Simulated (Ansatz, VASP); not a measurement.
**One calculation of CdF2, two programs**

File INCAR:

```
ALGO     = Normal         # electronic algorithm
EDIFF    = 1E-6           # SCF threshold, eV
ENCUT    = 700            # plane-wave cutoff, eV
GGA      = PS             # functional
GGA_COMPAT= False        
ISIF     = 2              # what is computed and relaxed
ISMEAR   = 0              # smearing method
LASPH    = True           # aspherical terms in the spheres
LCHARG   = False          # write CHGCAR
LREAL    = False          # projectors in reciprocal space
LWAVE    = False          # write WAVECAR
NBANDS   = 24             # bands
NELM     = 120            # most SCF steps
PREC     = Accurate       # precision mode
SIGMA    = 0.05           # smearing width, eV
```

KPOINTS

```
k-points
0
Gamma
  8 8 8
```

File POSCAR:

```
CdF2
1.0
    0.0000000000      2.5835116028      2.6891772273
    2.5835116028      0.0000000000      2.6891772273
    2.5835116028      2.5835116028      0.0000000000
Cd F
1 2
Direct
    0.0000000000      0.0000000000      0.0000000000
    0.2500000000      0.2500000000      0.2500000000
    0.7500000000      0.7500000000      0.7500000000
```

Input for Ansatz:

```yaml
crystal:
  lattice:
    - [0.0, 2.5835116028, 2.6891772273]
    - [2.5835116028, 0.0, 2.6891772273]
    - [2.5835116028, 2.5835116028, 0.0]
  atoms:
    - { symbol: Cd, position: [0.0, 0.0, 0.0] }
    - { symbol: F, position: [0.25, 0.25, 0.25] }
    - { symbol: F, position: [0.75, 0.75, 0.75] }
basis:
  ecutwfc: 520.0
kpoints:
  mp_grid: { grid: [8, 8, 8] }
hamiltonian:
  xc: pbesol
scf:
  occupations: { method: gaussian, width: 0.05 }
output:
  forces: true
  stress: true
  eigenvalues: true
  write_density: true
  write_potential: true
  elf: true
  volumetric_format: npy
```

Alike in both runs: task single point; functional PBEsol; k mesh 8 × 8 × 8; occupations gaussian, width 0.05 eV; no spin polarisation.

|  | VASP | Ansatz |
| --- | --- | --- |
| version | VASP 6.6.1 | Ansatz 0.2.0 |
| potentials or method | VASP PAW PBE potentials, release 64 (Cd_sv_GW, F), cutoff 700 eV | scalar-relativistic, plane waves, PAW |
| valence electrons in the cell | 34 | 34 |

|  | VASP | Ansatz | Ansatz less VASP |
| --- | --- | --- | --- |
| gap on the k mesh at the Fermi level (eV) | 3.17 | 3.19 | +0.014 |
| least direct gap on the mesh (eV) | 3.49 | 3.50 | +0.011 |
| pressure (GPa) | 10.6 | 11.0 | +0.36 |
| traceless stress, the component that is largest in VASP (GPa) | -3.08 | -3.09 | -0.002 |

VASP's potentials were made for PBE, not for PBEsol.
